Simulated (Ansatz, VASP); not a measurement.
## Two plane-wave programs on Ta16Cu

```
Ta Cu
1.0
     6.57000    0.00000    0.00000
     0.00000    6.57000    0.00000
     0.00000    0.00000   21.90992
Ta Cu
16 1
Direct
  0.25000 0.25000 0.18257
  0.25000 0.75000 0.18257
  0.75000 0.25000 0.18257
  0.75000 0.75000 0.18257
  0.00000 0.00000 0.25753
  0.00000 0.50000 0.25753
  0.50000 0.00000 0.25753
  0.50000 0.50000 0.25753
  0.25000 0.25000 0.33265
  0.25000 0.75000 0.33265
  0.75000 0.25000 0.33265
  0.75000 0.75000 0.33265
  0.00000 0.00000 0.40210
  0.00000 0.50000 0.40210
  0.50000 0.00000 0.40210
  0.50000 0.50000 0.40210
  0.25000 0.25000 0.52989
```

Alike in both runs: task single point; functional PBE; dispersion D3(BJ); k mesh 4 × 4 × 1; occupations gaussian, width 0.1 eV; no spin polarisation.

```csv
,VASP,Ansatz
version,VASP 6.6.1,Ansatz 0.2.0
potentials or method,"VASP PAW PBE potentials, release 64 (Ta_pv, Cu), cutoff 520 eV","scalar-relativistic, plane waves, PAW"
valence electrons in the cell,187,227
```

Ansatz gave:

| Quantity | Value |
| --- | --- |
| gap on the k mesh at the Fermi level (eV) | none |
| rms of the force components (eV/Å) | 0.331 |

**Question.** Which values does VASP return?

**Answer.** gap on the k mesh at the Fermi level (eV): none; rms of the force components (eV/Å): 0.339.

Atom by atom the forces differ by 0.010 eV/Å (rms over components). A gap of «none» marks a metal or a gap that the smearing closes. VASP's potentials hold 187 valence electrons a cell and Ansatz's 227, so a difference there can come from the potentials and not from the codes. Ansatz's warnings: vacuum below fermi.

Neither program's run includes spin-orbit coupling.
